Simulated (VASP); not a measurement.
A run of VASP 6.6.1 is set up as follows.

The input INCAR:

```
SYSTEM = Zr
PREC     = Accurate       ! precision mode
ENCUT    = 500            ! plane-wave cutoff, eV
EDIFF    = 1E-6           ! SCF threshold, eV
ISMEAR   = -1             ! smearing method
SIGMA    = 0.1            ! smearing width, eV
LREAL    = .FALSE.        ! projectors in reciprocal space
LASPH    = .TRUE.         ! aspherical terms in the spheres
NELM     = 200            ! most SCF steps
ALGO     = Normal         ! electronic algorithm
ISIF     = 2              ! what is computed and relaxed
LWAVE    = .FALSE.        ! write WAVECAR
LCHARG   = .FALSE.        ! write CHGCAR
ISPIN    = 2              ! spin polarisation
MAGMOM   = 1 1            ! initial moments
LORBIT   = 11             ! projections on sites
LMAXMIX  = 4              ! l up to which the mixer works
GGA      = PE             ! functional
NBANDS   = 23             ! bands
GGA_COMPAT= .FALSE.
```

File KPOINTS:

```
Automatic mesh
0
G
  6 6 3
  0 0 0
```

File POSCAR:

```
Zr
1.0
    3.2340547925      0.0000000000      0.0000000000
   -1.6170273962      2.8007736075      0.0000000000
    0.0000000000      0.0000000000      5.1622106433
Zr
2
Direct
    0.3333333333      0.6666666667      0.2500000000
    0.6666666667      0.3333333333      0.7500000000
```

Potentials or basis: VASP PAW PBE potentials, release 64 (Zr_sv).

Run with:

```console
$ cat potpaw_PBE.64/Zr_sv/POTCAR > POTCAR
$ mpirun -np 1 vasp_std > vasp.out
```

Task: Estimate the net moment.

Result: 0.00 μB per cell.

Task: Estimate the pressure.

Result: 0.6 GPa.

Task: Estimate the band gap on the k mesh.

Result: Zero (filled and empty bands overlap).

Stress tensor (GPa, compression positive):
```
0.65 0.00 0.00
0.00 0.65 0.00
0.00 0.00 0.39
```

Caveat: the k points lie up to 0.41 Å⁻¹ apart.
